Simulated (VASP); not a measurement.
# Sc (P6_3/mmc) in VASP: further runs, part 2 of 2

VASP 6.6.1.

## (3) Single point, LDA (volume scaled by 1.02)

The input, INCAR:

```
PREC = Accurate ; ENCUT = 520
EDIFF = 1E-7 ; ISMEAR = -1
SIGMA = 0.03 ; LREAL = F
LASPH = T ; NELM = 80
ALGO = Normal ; ISIF = 2
LWAVE = F ; LCHARG = F
NBANDS = 18
```

The input, KPOINTS:

```
regular mesh
0
Gamma
  13 13 7
```

The input, POSCAR:

```
Sc
1.0
    3.3307111048      0.0000000000      0.0000000000
   -1.6653555523      2.8844804293      0.0000000000
    0.0000000000      0.0000000000      5.3028884340
Sc
2
Direct
    0.3333333333      0.6666666667      0.2500000000
    0.6666666667      0.3333333333      0.7500000000
```

Potentials or basis: VASP PAW LDA potentials, release 64 (Sc_sv).

Run with:

```sh
cat potpaw_LDA.64/Sc_sv/POTCAR > POTCAR
mpirun -np 1 vasp_std > vasp.out
```

OUTCAR:

```text
PREC = Accurate
   ENCUT = 520
   EDIFF = 1E-7
   ISMEAR = -1
   LREAL = F
   LASPH = T
   NELM = 80
   ISIF = 2

 ion  position               nearest neighbor table
   1  0.333  0.667  0.250-   2 3.28   2 3.28   2 3.28   2 3.28   2 3.28   2 3.28
   2  0.667  0.333  0.750-   1 3.28   1 3.28   1 3.28   1 3.28   1 3.28   1 3.28

  LATTYP: Found a hexagonal cell.
 ALAT       =     3.3307111048
 C/A-ratio  =     1.5921190002

  Lattice vectors:

 A1 = (   3.3307111048,   0.0000000000,   0.0000000000)
 A2 = (  -1.6653555523,   2.8844804293,   0.0000000000)
 A3 = (   0.0000000000,   0.0000000000,   5.3028884340)

Analysis of symmetry for initial positions (statically):
=====================================================================
 Subroutine PRICEL returns:
 Original cell was already a primitive cell.

 Routine SETGRP: Setting up the symmetry group for a
 hexagonal supercell.

 Subroutine GETGRP returns: Found 24 space group operations
 (whereof 12 operations were pure point group operations)
 out of a pool of 24 trial point group operations.

The static configuration has the point symmetry D_3d.
 The point group associated with its full space group is D_6h.

Analysis of symmetry for dynamics (positions and initial velocities):
=====================================================================
 Subroutine PRICEL returns:
 Original cell was already a primitive cell.

 Routine SETGRP: Setting up the symmetry group for a
 hexagonal supercell.

 Subroutine GETGRP returns: Found 24 space group operations
 (whereof 12 operations were pure point group operations)
 out of a pool of 24 trial point group operations.

The dynamic configuration has the point symmetry D_3d.
 The point group associated with its full space group is D_6h.

 Subroutine INISYM returns: Found 24 space group operations
 (whereof 12 operations are pure point group operations),
 and found     1 'primitive' translations

----------------------------------------------------------------------------------------

                                     Primitive cell

  volume of cell :      50.9468

  direct lattice vectors                    reciprocal lattice vectors
     3.330711105  0.000000000  0.000000000     0.300236186  0.173341443  0.000000000
    -1.665355552  2.884480429  0.000000000     0.000000000  0.346682886  0.000000000
     0.000000000  0.000000000  5.302888434     0.000000000  0.000000000  0.188576473

  length of vectors
     3.330711105  3.330711105  5.302888434     0.346682886  0.346682886  0.188576473

  position of ions in fractional coordinates (direct lattice)
     0.333333333  0.666666667  0.250000000
     0.666666667  0.333333333  0.750000000

  ion indices of the primitive-cell ions
   primitive index   ion index
                 1           1
                 2           2

----------------------------------------------------------------------------------------

 KPOINTS: regular mesh

Automatic generation of k-mesh.
 Grid dimensions read from file:
 generate k-points for:   13   13    7

 Generating k-lattice:

  Cartesian coordinates                     Fractional coordinates (reciprocal lattice)
     0.023095091  0.013333957  0.000000000     0.076923077  0.000000000  0.000000000
     0.000000000  0.026667914  0.000000000     0.000000000  0.076923077  0.000000000
     0.000000000  0.000000000  0.026939496     0.000000000  0.000000000  0.142857143

  Length of vectors
     0.026667914  0.026667914  0.026939496

  Shift w.r.t. Gamma in fractional coordinates (k-lattice)
     0.000000000  0.000000000  0.000000000

 Subroutine IBZKPT returns following result:
 ===========================================

 Found     84 irreducible k-points:

 Following reciprocal coordinates:
            Coordinates               Weight
  0.000000  0.000000  0.000000      1.000000
  0.076923  0.000000  0.000000      6.000000
  0.153846 -0.000000  0.000000      6.000000
  0.230769 -0.000000  0.000000      6.000000
  0.307692 -0.000000  0.000000      6.000000
  0.384615  0.000000  0.000000      6.000000
[... 16 lines left out ...]
  0.076923  0.000000  0.142857     12.000000
  0.153846 -0.000000  0.142857     12.000000
 [... further k-points ...]
   k-points           NKPTS =     84   k-points in BZ     NKDIM =     84   number of bands    NBANDS=     18
   number of dos      NEDOS =    301   number of ions     NIONS =      2
   total plane-waves  NPLWV =  31360
   dimension x,y,z NGX =    28 NGY =   28 NGZ =   40
   dimension x,y,z NGXF=    56 NGYF=   56 NGZF=   80
   ions per type =               2
   NGX,Y,Z   is equivalent  to a cutoff of  13.98, 13.98, 12.54 a.u.
   NGXF,Y,Z  is equivalent  to a cutoff of  27.95, 27.95, 25.08 a.u.
 SYSTEM =  unknown system
   PREC   = accura    normal or accurate (medium, high low for compatibility)
   ISTART =      0    job   : 0-new  1-cont  2-samecut
   ICHARG =      2    charge: 1-file 2-atom 10-const
   ISPIN  =      1    spin polarized calculation?
   LNONCOLLINEAR =      F non collinear calculations
   LSORBIT =      F    spin-orbit coupling
   LASPH  =      T    aspherical Exc in radial PAW
   ENCUT  =  520.0 eV  38.22 Ry    6.18 a.u.   6.19  6.19  9.86*2*pi/ulx,y,z
   NELM   =     80;   NELMIN=  2; NELMDL= -5     # of ELM steps
   EDIFF  = 0.1E-06   stopping-criterion for ELM
   LREAL  =      F    real-space projection
   EDIFFG = 0.1E-05   stopping-criterion for IOM
   NSW    =      0    number of steps for IOM
   IBRION =     -1    ionic relax: 0-MD 1-quasi-New 2-CG
   NFREE  =      0    steps in history (QN), initial steepest desc. (CG)
   ISIF   =      2    stress and relaxation
   ISYM   =      2    0-nonsym 1-usesym 2-fastsym
   POTIM  = 0.5000    time-step for ionic-motion
   TEBEG  =    0.0;   TEEND  =   0.0 temperature during run
   PSTRESS=    0.0 pullay stress
   NELECT =      22.0000    total number of electrons
   NUPDOWN=      -1.0000    fix difference up-down
   EMIN   =  10.00;   EMAX   =-10.00  energy-range for DOS
   EFERMI =   0.00;   METHOD = LEGACY
   ISMEAR =    -1;   SIGMA  =   0.03  broadening in eV -4-tet -1-fermi 0-gaus
   EFERMI_NEDOS =   21; number of points for ismear=-14 and -15
   IALGO  =     38    algorithm
   IMIX   =      4    mixing-type and parameters
     AMIX     =   0.40;   BMIX     =  1.00
     AMIX_MAG =   1.60;   BMIX_MAG =  1.00
  volume/ion in A,a.u.               =      25.47       171.90
  Fermi-wavevector in a.u.,A,eV,Ry     =   1.237400  2.338347 20.832673  1.531158
  Thomas-Fermi vector in A             =   2.371968
   LORBIT       =      0    0 simple, 1 ext, 2 COOP (PROOUT), +10 PAW based schemes
   GGA     = CA    functional components
   LHFCALC =     F    Hartree Fock is set to
   AEXX    =    0.0000 exact exchange contribution
   IVDW    =     0    specifies the selected vdW correction
   LEPSILON=     F    determine dielectric tensor
   LRPA    =     F    only Hartree local field effects (RPA)
 non-spin polarized calculation
  energy-cutoff  :      520.00
  volume of cell :       50.95
 maximum number of plane-waves:      1388
 NGX is ok and might be reduce to    28
   NGX = 13   NGY = 13   NGZ = 19

 number of electron      22.0000003 magnetization

 Free energy of the ion-electron system (eV)
  ---------------------------------------------------
  ext. energy  EPLUGINS =         0.00000000
  ---------------------------------------------------
  free energy    TOTEN  =       -13.32810852 eV

  energy without entropy =      -13.31385433  energy(sigma->0) =      -13.32098143

 E-fermi :   3.2791     XC(G=0): -10.0089

 val. band max:        3.2782663673   @ k =   0.2308  -0.0000   0.2857
 cond. band min:       3.2808199374   @ k =   0.3846   0.0000   0.4286
 fundamental gap:      0.0025535701
 Fermi energy:         3.2791280056

 k-point     1 :       0.0000    0.0000    0.0000
  band No.  band energies     occupation
      1     -45.6294      2.00000
      2     -45.5691      2.00000
      3     -24.7667      2.00000
      4     -24.4582      2.00000
      5     -24.4582      2.00000
      6     -24.4027      2.00000
[... 10 lines left out ...]
     17       5.5224      0.00000
     18       5.5224      0.00000
[... 463 lines left out ...]
 k-point    24 :       0.1538   -0.0000    0.1429
  band No.  band energies     occupation
      1     -45.6166      2.00000
      2     -45.5678      2.00000
      3     -24.7249      2.00000
      4     -24.5087      2.00000
      5     -24.4731      2.00000
      6     -24.4707      2.00000
[... 10 lines left out ...]
     17       5.5700      0.00000
     18       5.6007      0.00000

 [... further k-points ...]

------------------------ aborting loop because EDIFF is reached ----------------------------------------

  FORCE on cell =-STRESS in cart. coord.  units (eV):
  Direction    XX          YY          ZZ          XY          YZ          ZX
  --------------------------------------------------------------------------------------
  -------------------------------------------------------------------------------------
  Total       -1.7491225     -1.7491225     -2.2980065     -0.0000000      0.0000000      0.0000000
  in kB      -55.0064690    -55.0064690    -72.2677917     -0.0000000      0.0000000      0.0000000
  external PRESSURE =     -60.7602432 kB  Pullay stress =       0.0000000 kB

 VOLUME and BASIS-vectors are now :
 -----------------------------------------------------------------------------
  energy-cutoff  :      520.00
  volume of cell :       50.95
      direct lattice vectors                 reciprocal lattice vectors
     3.330711105  0.000000000  0.000000000     0.300236186  0.173341443  0.000000000
    -1.665355552  2.884480429  0.000000000     0.000000000  0.346682886  0.000000000
     0.000000000  0.000000000  5.302888434     0.000000000  0.000000000  0.188576473

 POSITION                                       TOTAL-FORCE (eV/Angst)
 -----------------------------------------------------------------------------------
     -0.00000      1.92299      1.32572        -0.000000      0.000000      0.000000
      1.66536      0.96149      3.97717         0.000000     -0.000000      0.000000
 -----------------------------------------------------------------------------------
    total drift:                               -0.000000      0.000000     -0.000000

  FREE ENERGIE OF THE ION-ELECTRON SYSTEM (eV)
  ---------------------------------------------------
  free  energy   TOTEN  =       -13.3281085235 eV

  energy  without entropy=      -13.3138543276  energy(sigma->0) =      -13.32098143
```

OSZICAR:

```text
N       E                     dE             d eps       ncg     rms          rms(c)
DAV:   1     0.365989524885E+03    0.36599E+03   -0.10594E+04  3040   0.131E+03
DAV:   2     0.654698351008E+01   -0.35944E+03   -0.35171E+03  3872   0.551E+02
DAV:   3    -0.144405082949E+02   -0.20987E+02   -0.20173E+02  5052   0.167E+02
DAV:   4    -0.148362642385E+02   -0.39576E+00   -0.39227E+00  4662   0.212E+01
DAV:   5    -0.148413239809E+02   -0.50597E-02   -0.50545E-02  5180   0.263E+00    0.739E+00
DAV:   6    -0.135074875898E+02    0.13338E+01   -0.31005E+00  4060   0.197E+01    0.210E+00
DAV:   7    -0.133438070195E+02    0.16368E+00   -0.67463E-01  4256   0.817E+00    0.827E-01
DAV:   8    -0.133296326906E+02    0.14174E-01   -0.37886E-02  3650   0.267E+00    0.257E-01
DAV:   9    -0.133280759787E+02    0.15567E-02   -0.91974E-03  4408   0.100E+00    0.220E-02
DAV:  10    -0.133281077426E+02   -0.31764E-04   -0.12157E-04  4494   0.152E-01    0.602E-03
DAV:  11    -0.133281085564E+02   -0.81380E-06   -0.47361E-06  5120   0.211E-02    0.147E-03
DAV:  12    -0.133281085235E+02    0.32938E-07   -0.36723E-07  3488   0.616E-03
   1 F= -.13328109E+02 E0= -.13320981E+02  d E =-.142542E-01
```

Run time: 41 s. Hardware: 1 thread of Intel Xeon Platinum 8488C (Sapphire Rapids), shared host; peak memory 0.19 GiB.

Results:

```yaml
Free_energy: -13.3281 eV
Pressure: -6.1 GPa
Band_gap_on_the_k_mesh: zero (band 11 reaches 3.97 eV, above the bottom of band 12 at 2.82 eV)
```

Stress tensor (GPa, compression positive):
```
-5.50  0.00  0.00
 0.00 -5.50  0.00
 0.00  0.00 -7.23
```

## (4) Single point, LDA (zz strain of +2 %)

The input, INCAR:

```
PREC = Accurate ; ENCUT = 520
EDIFF = 1E-7 ; ISMEAR = -1
SIGMA = 0.03 ; LREAL = False
LASPH = True ; NELM = 100
ALGO = Normal ; ISIF = 2
LWAVE = False ; LCHARG = False
GGA = CA ; NBANDS = 18
```

The input, KPOINTS:

```
Automatic mesh
0
Gamma
  13 13 7
```

The input, POSCAR:

```
Sc
1.0
    3.3087978973      0.0000000000      0.0000000000
   -1.6543989486      2.8655030350      0.0000000000
    0.0000000000      0.0000000000      5.3733600000
Sc
2
Direct
    0.3333333333      0.6666666667      0.2500000000
    0.6666666667      0.3333333333      0.7500000000
```

Run with:

```sh
cat potpaw_LDA.64/Sc_sv/POTCAR > POTCAR
mpirun -np 1 vasp_std > vasp.out
```

Run time: 42 s. Hardware: 1 thread of Intel Xeon Platinum 8488C (Sapphire Rapids), shared host; peak memory 0.19 GiB.

Results (log left out):

| Quantity | Value |
| --- | --- |
| Free energy | -13.3180 eV |
| Pressure | -6.0 GPa |
| Band gap on the k mesh | zero (band 11 reaches 3.91 eV, above the bottom of band 12 at 2.84 eV) |

Stress tensor (GPa, compression positive):
```
-5.03  0.00  0.00
 0.00 -5.03  0.00
 0.00  0.00 -8.06
```

Levels at points of the mesh, in eV from the Fermi level:
| k point | band 7 | band 8 | band 9 | band 10 | band 11 | band 12 | band 13 | band 14 | band 15 | band 16 |
| --- | --- | --- | --- | --- | --- | --- | --- | --- | --- | --- |
| (0.00, 0.00, 0.00) | -27.68 | -27.67 | -5.03 | -1.70 | 0.35 | 1.51 | 1.51 | 1.51 | 1.88 | 1.88 |

Caveat: the cell differs from its parent crystal (zz strain of +2 %).

## (5) The runs side by side

| cell | gap on the mesh (eV) | pressure (GPa) |
| --- | --- | --- |
| a = 3.309, b = 3.309, c = 5.321 Å, angles 90.0, 90.0, 120.0°, 2 atoms | none | -5.7 |
| a = 3.331, b = 3.331, c = 5.303 Å, angles 90.0, 90.0, 120.0°, 2 atoms | none | -6.1 |
| a = 3.309, b = 3.309, c = 5.373 Å, angles 90.0, 90.0, 120.0°, 2 atoms | none | -6.0 |

Alike in all rows: task single point; level LDA; potentials or basis VASP PAW LDA potentials, release 64 (Sc_sv); no spin polarisation; k mesh 13 × 13 × 7; cutoff (eV) 520; smearing fermi-dirac 0.03 eV.

Total energies depend on the potentials used, so only differences within one code and one set of settings carry meaning.
